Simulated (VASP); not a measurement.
Here is a VASP 6.6.1 calculation.

File INCAR:

```
ALGO = Normal
EDIFF = 1E-7
EDIFFG = -0.08
ENCUT = 600
GGA = PE
IBRION = 2
ISIF = 3
ISMEAR = 0
ISPIN = 2
LASPH = True
LCHARG = False
LMAXMIX = 4
LORBIT = 11
LREAL = False
LWAVE = False
MAGMOM = 0 0 1 1 0 0
NELM = 150
NSW = 36
PREC = Accurate
SIGMA = 0.15
```

File KPOINTS:

```
k-points
0
Gamma
  3 3 2
```

The input POSCAR:

```
InCuO
1.0
    3.9000000000      0.0000000000      0.0000000000
    0.0000000000      3.9000000000      0.0000000000
    0.0000000000      0.0000000000      5.9000000000
In Cu O
2 2 2
Direct
    0.0000000000      0.5000000000      0.8000000000
    0.5000000000      0.0000000000      0.2000000000
    0.5000000000      0.5000000000      0.5000000000
    0.0000000000      0.0000000000      0.5000000000
    0.5000000000      0.5000000000      0.0000000000
    0.0000000000      0.0000000000      0.0000000000
```

Potentials or basis: VASP PAW PBE potentials, release 64 (In_d, Cu, O).

Run with:

```sh
$ cat potpaw_PBE.64/In_d/POTCAR potpaw_PBE.64/Cu/POTCAR potpaw_PBE.64/O/POTCAR > POTCAR
$ mpirun -np 1 vasp_std > vasp.out
```

(1) Estimate the relaxed cell.

(2) What does it give for the space group after relaxing (to 0.1 Å)?

(3) Predict the net moment.

(4) What does it give for the relaxed volume?

## Answers

(1) a = 3.831 Å, b = 3.831 Å, c = 6.288 Å, α = 90.00°, β = 90.00°, γ = 90.00°.

(2) P4/nmm (No. 129).

(3) 0.00 μB per cell.

(4) 15.38 Å³/atom.

Caveat: the k points lie up to 0.55 Å⁻¹ apart in the final cell.
